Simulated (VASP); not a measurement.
Here is a VASP 6.6.1 calculation.

Contents of INCAR:

```
SYSTEM = Zr2H3
PREC = Accurate
ENCUT = 520
EDIFF = 1E-7
ISMEAR = 0
SIGMA = 0.1
LREAL = .False.
LASPH = .True.
NELM = 60
ALGO = Normal
ISIF = 2
LWAVE = .False.
LCHARG = .False.
GGA = PE
NBANDS = 38
```

KPOINTS

```
regular mesh
0
Gamma
  6 6 6
  0 0 0
```

POSCAR

```
Zr2H3
1.0
    1.6600279000      0.9584176000     11.4231902000
   -1.6600279000      0.9584176000     11.4231902000
    0.0000000000     -1.9168351000     11.4231902000
Zr H
4 6
Direct
    0.3697990000      0.3697990000      0.3697990000
    0.5426880000      0.5426880000      0.5426880000
    0.1237180000      0.1237180000      0.1237180000
    0.9620060000      0.9620060000      0.9620060000
    0.4327120000      0.4327120000      0.4327120000
    0.8977090000      0.8977090000      0.8977090000
    0.8092600000      0.8092600000      0.8092600000
    0.1855200000      0.1855200000      0.1855200000
    0.0619930000      0.0619930000      0.0619930000
    0.6033660000      0.6033660000      0.6033660000
```

Potentials or basis: VASP PAW PBE potentials, release 64 (Zr_sv, H).

Launch:

```console
$ cat potpaw_PBE.64/Zr_sv/POTCAR potpaw_PBE.64/H/POTCAR > POTCAR
$ mpirun -np 1 vasp_std > vasp.out
```

(1) Predict the band gap on the k mesh.

(2) Predict the largest force.

(3) Estimate the pressure.

Results:

(1) zero (bands 27 and 28 overlap by 0.85 eV).

(2) 0.073 eV/Å.

(3) 0.0 GPa.

Caveat: the k points lie up to 0.37 Å⁻¹ apart, too coarse for converged energies and pressures of a metal.
